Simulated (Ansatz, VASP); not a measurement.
# Two plane-wave programs on HgTe

```
Hg Te
1.0
     0.00000    2.77228    2.77228
     2.77228    0.00000    2.77228
     2.77228    2.77228    0.00000
Hg Te
1 1
Cartesian
  0.0000 0.0000 0.0000
  1.3861 1.3861 1.3861
```

Change from the starting cell: volume scaled by 0.64, PAW files.

Alike in both runs: task single point; functional LDA; k mesh 11 × 11 × 11; occupations fermi-dirac, width 0.05 eV; no spin polarisation.

|  | VASP | Ansatz |
| --- | --- | --- |
| version | VASP 6.6.1 | Ansatz 0.2.0 |
| potentials or method | VASP PAW LDA potentials, release 64 (Hg, Te) | PAW with Ansatz's default frozen-core files, scalar-relativistic |
| plane-wave cutoff (eV) | 520 | 420 |
| valence electrons in the cell | 18 | 36 |

|  | VASP | Ansatz | Ansatz less VASP |
| --- | --- | --- | --- |
| pressure (GPa) | 67.6 | 66.0 | -1.64 |

LDA's correlation is that of Perdew and Zunger in VASP and of Perdew and Wang (1992) in Ansatz. Both programs put the cell under a high pressure, so it lies far from rest at this level. VASP's potentials hold 18 valence electrons a cell and Ansatz's 36, so a difference there can come from the potentials and not from the codes.

Neither program's run includes spin-orbit coupling. Noted on VASP's run: the cell as given lies far from equilibrium.
